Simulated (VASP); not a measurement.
Wanted: the native input for a VASP 6.6.1 run.

```yaml
Task: single point
Functional: PBE
Potentials_or_basis: VASP PAW PBE potentials, release 64 (Al, In_d, P, As)
Cutoff: 520 eV
k_mesh: 8 × 8 × 6
Occupations: gaussian, width 0.1 eV
Spin: no spin polarisation
Dipole_correction: no
Further_INCAR_settings: ALGO = Normal; EDIFF = 1e-06; NBANDS = 31
```

The structure of AlIn2As2P lies in POSCAR:

```
AlIn2As2P
1.0
    4.5842581340      0.0000000000      0.0000000000
    0.0000000000      4.5842581340      0.0000000000
    0.0000000000      0.0000000000      8.7689912043
Al In P As
1 2 1 2
Direct
    0.5000000000      0.5000000000      0.5000000000
    0.5000000000      0.5000000000      0.1669278267
    0.5000000000      0.5000000000      0.8330721733
    0.0000000000      0.0000000000      0.0000000000
    0.0000000000      0.5000000000      0.5000000000
    0.5000000000      0.0000000000      0.5000000000
```

The cell was generated, and may not be a known phase.

The input as run:

INCAR

```
ALGO     = Normal         # electronic algorithm
EDIFF    = 1E-6           # SCF threshold, eV
ENCUT    = 520            # plane-wave cutoff, eV
GGA      = PE             # functional
ISIF     = 2              # what is computed and relaxed
ISMEAR   = 0              # smearing method
LASPH    = True           # aspherical terms in the spheres
LCHARG   = True           # write CHGCAR
LELF     = True           # ELF
LREAL    = False          # projectors in reciprocal space
LVHAR    = True         
LWAVE    = False          # write WAVECAR
NBANDS   = 31             # bands
NELM     = 80             # most SCF steps
PREC     = Accurate       # precision mode
SIGMA    = 0.1            # smearing width, eV
```

KPOINTS

```
k-points
0
Gamma
  8 8 6
```

Potentials or basis: VASP PAW PBE potentials, release 64 (Al, In_d, P, As).

The run is started by

```bash
$ cat potpaw_PBE.64/Al/POTCAR potpaw_PBE.64/In_d/POTCAR potpaw_PBE.64/P/POTCAR potpaw_PBE.64/As/POTCAR > POTCAR
$ mpirun -np 1 vasp_std > vasp.out
```

It gave:

```json
{
 "Pressure": "0.1 GPa",
 "Largest force": "0.005 eV/Å",
 "Band gap on the k mesh": "zero (bands 22 and 23 overlap by 0.96 eV)"
}
```

Caveat: spin-orbit coupling is left out, which moves the levels of the heavy elements.

Wall time 5.3 min on 1 thread of Intel Xeon 6975P-C (shared host), peak memory 0.52 GiB.
